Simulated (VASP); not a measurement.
Runs of VASP 6.6.1 on SnSe2. The structure is that of space group P-3m1 (No. 164), or close to it. The cells are those of the table. 

| cell | gap on the mesh (eV) | pressure (GPa) | largest force (eV/Å) |
| --- | --- | --- | --- |
| a = 4.031, b = 4.031, c = 5.711 Å, angles 90.0, 90.0, 120.0°, 3 atoms | none | -2.7 | 0.16 |
| a = 3.743, b = 3.743, c = 5.861 Å, angles 90.0, 90.0, 120.0°, 3 atoms | 0.41 | 6.2 | 0.68 |
| a = 3.647, b = 3.647, c = 5.711 Å, angles 90.0, 90.0, 120.0°, 3 atoms | (a) | 15.0 | 1.55 |
| a = 3.647, b = 3.647, c = 6.162 Å, angles 90.0, 90.0, 120.0°, 3 atoms | 0.33 | 6.3 | 0.24 |
| a = 3.647, b = 3.647, c = 5.861 Å, angles 90.0, 90.0, 120.0°, 3 atoms | (b) | 11.7 | 1.10 |
| a = 3.647, b = 3.647, c = 6.012 Å, angles 90.0, 90.0, 120.0°, 3 atoms | 0.47 | 8.8 | 0.66 |
| a = 3.743, b = 3.743, c = 5.711 Å, angles 90.0, 90.0, 120.0°, 3 atoms | 0.33 | 8.8 | 1.08 |
| a = 4.031, b = 4.031, c = 5.861 Å, angles 90.0, 90.0, 120.0°, 3 atoms | none | (c) | 0.11 |

Alike in all rows: task single point; level PBE+D3(BJ); potentials or basis VASP PAW PBE potentials, release 64 (Sn_d, Se); no spin polarisation; k mesh 12 × 12 × 6; cutoff (eV) 520; smearing gaussian 0.03 eV.

Estimate the missing entries.

(a) 0.48; (b) 0.54; (c) -4.0.

Caveats: spin-orbit coupling is left out, which moves the levels of the heavy elements; the cell stands under pressure (at least some runs); forces of over 1 eV/Å act on the atoms, so gaps and moduli don't describe the material at rest (at least some runs); semilocal functionals underestimate gaps, so a narrow gap can read as zero (at least some runs); the cell stands under tension (at least some runs).

A k mesh can miss the band edges, and the runs leave out spin-orbit coupling on Se, Sn.

A gap of «none» marks levels without a gap at the run's occupations.
